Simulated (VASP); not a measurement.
A run of VASP 6.6.1:

Contents of INCAR:

```
  ALGO = Normal
  EDIFF = 1E-7
  ENCUT = 520
  GGA = PS
  ISIF = 2
  ISMEAR = 0
  LASPH = True
  LCHARG = False
  LREAL = Auto
  LWAVE = False
  NBANDS = 118
  NELM = 80
  PREC = Accurate
  SIGMA = 0.15
```

File KPOINTS:

```
k-points
0
Gamma
  3 3 3
```

POSCAR

```
W
1.0
    6.3200000000      0.0000000000      0.0000000000
    0.0000000000      6.3200000000      0.0000000000
    0.0000000000      0.0000000000      6.3200000000
W
15
Direct
    0.5067957278     -0.0043200949     -0.0042813291
   -0.0059153481      0.5087727848     -0.0044539557
   -0.0059462025     -0.0044814873      0.5088123418
    0.1330150316      0.1349568038      0.1348582278
    0.4952593354      0.4968811709      0.0018799051
    0.4952487342      0.0019068038      0.4969406646
    0.7425973101      0.2543302215      0.2543303797
    0.0004238924      0.4966414557      0.4966636076
    0.2528621835      0.7442267405      0.2542188291
    0.2529088608      0.2543045886      0.7440164557
    0.4993526899      0.5006843354      0.5006943038
    0.7535308544      0.7550172468      0.2477208861
    0.7536300633      0.2476982595      0.7550544304
    0.2462639241      0.7549373418      0.7548284810
    0.7466267405      0.7480012658      0.7480528481
```

Potentials or basis: VASP PAW PBE potentials, release 64 (W_sv).

Launch:

```bash
$ cat potpaw_PBE.64/W_sv/POTCAR > POTCAR
$ mpirun -np 1 vasp_std > vasp.out
```

Hardware: 1 thread of Intel Xeon 8259CL (shared host).

Q: How long does it take, and how much memory?

A: Run time: 19 min on 1 thread of Intel Xeon 8259CL (shared host), peak memory 0.47 GiB. Counts: scf iterations 19, k points 14.
